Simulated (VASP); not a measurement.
# LiCaF3 (P4/mmm) in VASP: notebook, part 2 of 3

VASP 6.6.1. The steps go on from the part before.

## Step 4: Single point, LDA (strain -0.0300 x Voigt [0, 0, 1, 0, 0, 0])

Contents of INCAR:

```
SYSTEM = LiCaF3
PREC     = Accurate       ! precision mode
ENCUT    = 520            ! plane-wave cutoff, eV
EDIFF    = 1E-6           ! SCF threshold, eV
ISMEAR   = 0              ! smearing method
SIGMA    = 0.05           ! smearing width, eV
LREAL    = .FALSE.        ! projectors in reciprocal space
LASPH    = .TRUE.         ! aspherical terms in the spheres
NELM     = 60             ! most SCF steps
ALGO     = Normal         ! electronic algorithm
ISIF     = 2              ! what is computed and relaxed
LWAVE    = .FALSE.        ! write WAVECAR
LCHARG   = .FALSE.        ! write CHGCAR
GGA      = CA             ! functional
NBANDS   = 25             ! bands
```

Contents of KPOINTS:

```
regular mesh
0
G
  6 6 6
  0 0 0
```

Contents of POSCAR:

```
LiCaF3
1.0
    3.7612440000      0.0000000000      0.0000000000
    0.0000000000      3.7612440000      0.0000000000
    0.0000000000      0.0000000000      3.6484066800
Li Ca F
1 1 3
Direct
    0.5000000000      0.5000000000      0.5000000000
    0.0000000000      0.0000000000      0.0000000000
    0.0000000000      0.5000000000      0.5000000000
    0.5000000000      0.5000000000      0.0000000000
    0.5000000000      0.0000000000      0.5000000000
```

Potentials or basis: VASP PAW LDA potentials, release 64 (Li_sv, Ca_sv, F).

The run is started by

```
> cat potpaw_LDA.64/Li_sv/POTCAR potpaw_LDA.64/Ca_sv/POTCAR potpaw_LDA.64/F/POTCAR > POTCAR
> mpirun -np 1 vasp_std > vasp.out
```

OUTCAR:

```text
SYSTEM = LiCaF3
   PREC = Accurate
   ENCUT = 520
   EDIFF = 1E-6
   ISMEAR = 0
   LREAL = .FALSE.
   LASPH = .TRUE.
   NELM = 60
   ISIF = 2
   GGA = CA

 ion  position               nearest neighbor table
   1  0.500  0.500  0.500-   4 1.82   4 1.82   5 1.88   3 1.88   5 1.88   3 1.88
   2  0.000  0.000  0.000-
   3  0.000  0.500  0.500-   1 1.88   1 1.88
   4  0.500  0.500  0.000-   1 1.82   1 1.82
   5  0.500  0.000  0.500-   1 1.88   1 1.88

  LATTYP: Found a simple tetragonal cell.
 ALAT       =     3.7612440000
 C/A-ratio  =     0.9700000000

  Lattice vectors:

 A1 = (   3.7612440000,   0.0000000000,   0.0000000000)
 A2 = (   0.0000000000,   3.7612440000,   0.0000000000)
 A3 = (   0.0000000000,   0.0000000000,   3.6484066800)

Analysis of symmetry for initial positions (statically):
=====================================================================
 Subroutine PRICEL returns:
 Original cell was already a primitive cell.

 Routine SETGRP: Setting up the symmetry group for a
 simple tetragonal supercell.

 Subroutine GETGRP returns: Found 16 space group operations
 (whereof 16 operations were pure point group operations)
 out of a pool of 16 trial point group operations.

The static configuration has the point symmetry D_4h.

Analysis of symmetry for dynamics (positions and initial velocities):
=====================================================================
 Subroutine PRICEL returns:
 Original cell was already a primitive cell.

 Routine SETGRP: Setting up the symmetry group for a
 simple tetragonal supercell.

 Subroutine GETGRP returns: Found 16 space group operations
 (whereof 16 operations were pure point group operations)
 out of a pool of 16 trial point group operations.

The dynamic configuration has the point symmetry D_4h.

 Subroutine INISYM returns: Found 16 space group operations
 (whereof 16 operations are pure point group operations),
 and found     1 'primitive' translations

----------------------------------------------------------------------------------------

                                     Primitive cell

  volume of cell :      51.6139

  direct lattice vectors                    reciprocal lattice vectors
     3.761244000  0.000000000  0.000000000     0.265869484  0.000000000  0.000000000
     0.000000000  3.761244000  0.000000000     0.000000000  0.265869484  0.000000000
     0.000000000  0.000000000  3.648406680     0.000000000  0.000000000  0.274092251

  length of vectors
     3.761244000  3.761244000  3.648406680     0.265869484  0.265869484  0.274092251

  position of ions in fractional coordinates (direct lattice)
     0.500000000  0.500000000  0.500000000
     0.000000000  0.000000000  0.000000000
     0.000000000  0.500000000  0.500000000
     0.500000000  0.500000000  0.000000000
     0.500000000  0.000000000  0.500000000

  ion indices of the primitive-cell ions
   primitive index   ion index
                 1           1
                 2           2
                 3           3
                 4           4
                 5           5

----------------------------------------------------------------------------------------

 KPOINTS: regular mesh

Automatic generation of k-mesh.
 Grid dimensions read from file:
 generate k-points for:    6    6    6

 Generating k-lattice:

  Cartesian coordinates                     Fractional coordinates (reciprocal lattice)
     0.044311581  0.000000000  0.000000000     0.166666667  0.000000000  0.000000000
     0.000000000  0.044311581  0.000000000     0.000000000  0.166666667  0.000000000
     0.000000000  0.000000000  0.045682042     0.000000000  0.000000000  0.166666667

  Length of vectors
     0.044311581  0.044311581  0.045682042

  Shift w.r.t. Gamma in fractional coordinates (k-lattice)
     0.000000000  0.000000000  0.000000000

 Subroutine IBZKPT returns following result:
 ===========================================

 Found     40 irreducible k-points:

 Following reciprocal coordinates:
            Coordinates               Weight
  0.000000  0.000000  0.000000      1.000000
  0.166667  0.000000  0.000000      4.000000
  0.333333  0.000000  0.000000      4.000000
  0.500000  0.000000  0.000000      2.000000
  0.166667  0.166667  0.000000      4.000000
  0.333333  0.166667  0.000000      8.000000
[... 16 lines left out ...]
  0.333333  0.000000  0.333333      8.000000
  0.500000  0.000000  0.333333      4.000000
 [... further k-points ...]
   k-points           NKPTS =     40   k-points in BZ     NKDIM =     40   number of bands    NBANDS=     25
   number of dos      NEDOS =    301   number of ions     NIONS =      5
   total plane-waves  NPLWV =  21952
   dimension x,y,z NGX =    28 NGY =   28 NGZ =   28
   dimension x,y,z NGXF=    56 NGYF=   56 NGZF=   56
   ions per type =               1   1   3
   NGX,Y,Z   is equivalent  to a cutoff of  12.38, 12.38, 12.76 a.u.
   NGXF,Y,Z  is equivalent  to a cutoff of  24.75, 24.75, 25.52 a.u.
 SYSTEM =  LiCaF3
   PREC   = accura    normal or accurate (medium, high low for compatibility)
   ISTART =      0    job   : 0-new  1-cont  2-samecut
   ICHARG =      2    charge: 1-file 2-atom 10-const
   ISPIN  =      1    spin polarized calculation?
   LNONCOLLINEAR =      F non collinear calculations
   LSORBIT =      F    spin-orbit coupling
   LASPH  =      T    aspherical Exc in radial PAW
   ENCUT  =  520.0 eV  38.22 Ry    6.18 a.u.   6.99  6.99  6.78*2*pi/ulx,y,z
   NELM   =     60;   NELMIN=  2; NELMDL= -5     # of ELM steps
   EDIFF  = 0.1E-05   stopping-criterion for ELM
   LREAL  =      F    real-space projection
   EDIFFG = 0.1E-04   stopping-criterion for IOM
   NSW    =      0    number of steps for IOM
   IBRION =     -1    ionic relax: 0-MD 1-quasi-New 2-CG
   NFREE  =      0    steps in history (QN), initial steepest desc. (CG)
   ISIF   =      2    stress and relaxation
   ISYM   =      2    0-nonsym 1-usesym 2-fastsym
   POTIM  = 0.5000    time-step for ionic-motion
   TEBEG  =    0.0;   TEEND  =   0.0 temperature during run
   PSTRESS=    0.0 pullay stress
   NELECT =      34.0000    total number of electrons
   NUPDOWN=      -1.0000    fix difference up-down
   EMIN   =  10.00;   EMAX   =-10.00  energy-range for DOS
   EFERMI =   0.00;   METHOD = LEGACY
   ISMEAR =     0;   SIGMA  =   0.05  broadening in eV -4-tet -1-fermi 0-gaus
   EFERMI_NEDOS =   21; number of points for ismear=-14 and -15
   IALGO  =     38    algorithm
   IMIX   =      4    mixing-type and parameters
     AMIX     =   0.40;   BMIX     =  1.00
     AMIX_MAG =   1.60;   BMIX_MAG =  1.00
  volume/ion in A,a.u.               =      10.32        69.66
  Fermi-wavevector in a.u.,A,eV,Ry     =   1.424445  2.691811 27.606818  2.029044
  Thomas-Fermi vector in A             =   2.544935
   LORBIT       =      0    0 simple, 1 ext, 2 COOP (PROOUT), +10 PAW based schemes
   GGA     = CA    functional components
   LHFCALC =     F    Hartree Fock is set to
   AEXX    =    0.0000 exact exchange contribution
   IVDW    =     0    specifies the selected vdW correction
   LEPSILON=     F    determine dielectric tensor
   LRPA    =     F    only Hartree local field effects (RPA)
 non-spin polarized calculation
 Gauss-broadening in eV      SIGMA  =   0.05
  energy-cutoff  :      520.00
  volume of cell :       51.61
 maximum number of plane-waves:      1410
 NGX is ok and might be reduce to    28
   NGX = 13   NGY = 13   NGZ = 13

 number of electron      33.9999969 magnetization

 Free energy of the ion-electron system (eV)
  ---------------------------------------------------
  ext. energy  EPLUGINS =         0.00000000
  ---------------------------------------------------
  free energy    TOTEN  =       -28.65607638 eV

  energy without entropy =      -28.65607638  energy(sigma->0) =      -28.65607638

 E-fermi :   0.2562     XC(G=0): -11.1363

 val. band max:       -0.0066858087   @ k =   0.5000   0.5000   0.5000
 cond. band min:       6.1863468666   @ k =   0.0000   0.0000   0.0000
 fundamental gap:      6.1930326753
 Fermi energy:         0.2561524070

 k-point     1 :       0.0000    0.0000    0.0000
  band No.  band energies     occupation
      1     -39.1054      2.00000
      2     -37.0950      2.00000
      3     -20.0793      2.00000
      4     -19.1205      2.00000
      5     -18.9606      2.00000
      6     -18.3164      2.00000
[... 17 lines left out ...]
     24      17.2125      0.00000
     25      17.2125      0.00000
[... 621 lines left out ...]
      3     -19.8606      2.00000
      4     -19.7512      2.00000
      5     -19.2421      2.00000
      6     -18.2784      2.00000
[... 17 lines left out ...]
     24      12.0433      0.00000
     25      14.1540      0.00000

 [... further k-points ...]
[... 5 lines left out ...]
  --------------------------------------------------------------------------------------
  -------------------------------------------------------------------------------------
  Total       -2.7841047     -2.7841047     -1.5358072      0.0000000      0.0000000      0.0000000
  in kB      -86.4231084    -86.4231084    -47.6739370      0.0000000      0.0000000      0.0000000
  external PRESSURE =     -73.5067179 kB  Pullay stress =       0.0000000 kB

 VOLUME and BASIS-vectors are now :
 -----------------------------------------------------------------------------
  energy-cutoff  :      520.00
  volume of cell :       51.61
      direct lattice vectors                 reciprocal lattice vectors
     3.761244000  0.000000000  0.000000000     0.265869484  0.000000000  0.000000000
     0.000000000  3.761244000  0.000000000     0.000000000  0.265869484  0.000000000
     0.000000000  0.000000000  3.648406680     0.000000000  0.000000000  0.274092251

 POSITION                                       TOTAL-FORCE (eV/Angst)
 -----------------------------------------------------------------------------------
      1.88062      1.88062      1.82420         0.000000      0.000000      0.000000
      0.00000      0.00000      0.00000         0.000000      0.000000      0.000000
      0.00000      1.88062      1.82420         0.000000      0.000000      0.000000
      1.88062      1.88062      0.00000         0.000000      0.000000      0.000000
      1.88062      0.00000      1.82420         0.000000      0.000000      0.000000
 -----------------------------------------------------------------------------------
    total drift:                                0.000000      0.000000      0.000000

  FREE ENERGIE OF THE ION-ELECTRON SYSTEM (eV)
  ---------------------------------------------------
  free  energy   TOTEN  =       -28.6560763787 eV

  energy  without entropy=      -28.6560763787  energy(sigma->0) =      -28.65607638
```

Run time: 32 s. Hardware: 1 thread of AMD EPYC 7R13 (Zen 3), shared host; peak memory 0.14 GiB.

What came out:

| Property | Result |
| --- | --- |
| Free energy | -28.6561 eV |
| Band gap on the k mesh | 6.19 eV, indirect (least direct gap 6.37 eV) |

Levels at points of the mesh, in eV from the valence-band top:
| k point | band 13 | band 14 | band 15 | band 16 | band 17 | band 18 | band 19 | band 20 | band 21 | band 22 |
| --- | --- | --- | --- | --- | --- | --- | --- | --- | --- | --- |
| (0.00, 0.00, 0.00) | -0.95 | -0.95 | -0.20 | -0.17 | -0.17 | 6.19 | 6.45 | 6.72 | 8.02 | 8.10 |
| (0.50, 0.00, 0.00) | -1.42 | -1.36 | -1.34 | -0.55 | -0.40 | 7.36 | 7.62 | 8.25 | 8.85 | 8.96 |
| (0.50, 0.50, 0.00) | -1.62 | -1.44 | -1.44 | -0.32 | -0.30 | 7.91 | 7.93 | 8.93 | 8.93 | 9.20 |
| (0.00, 0.00, 0.50) | -1.24 | -1.24 | -1.22 | -0.64 | -0.64 | 7.69 | 7.72 | 8.22 | 8.93 | 8.93 |
| (0.50, 0.00, 0.50) | -1.61 | -1.59 | -1.51 | -0.18 | -0.06 | 7.91 | 8.16 | 8.82 | 8.87 | 9.22 |
| (0.50, 0.50, 0.50) | -0.30 | -0.22 | -0.12 | 0.00 | 0.00 | 7.43 | 7.43 | 7.43 | 8.92 | 9.03 |

Caveat: the cell differs from its parent crystal (strain -0.0300 x Voigt [0, 0, 1, 0, 0, 0]); the cutoff is under 1.25 times the usual one of these potentials, so pressure, stress and relaxed cells hold a basis-set (Pulay) error.

(Part 2 of 3 ends here.)
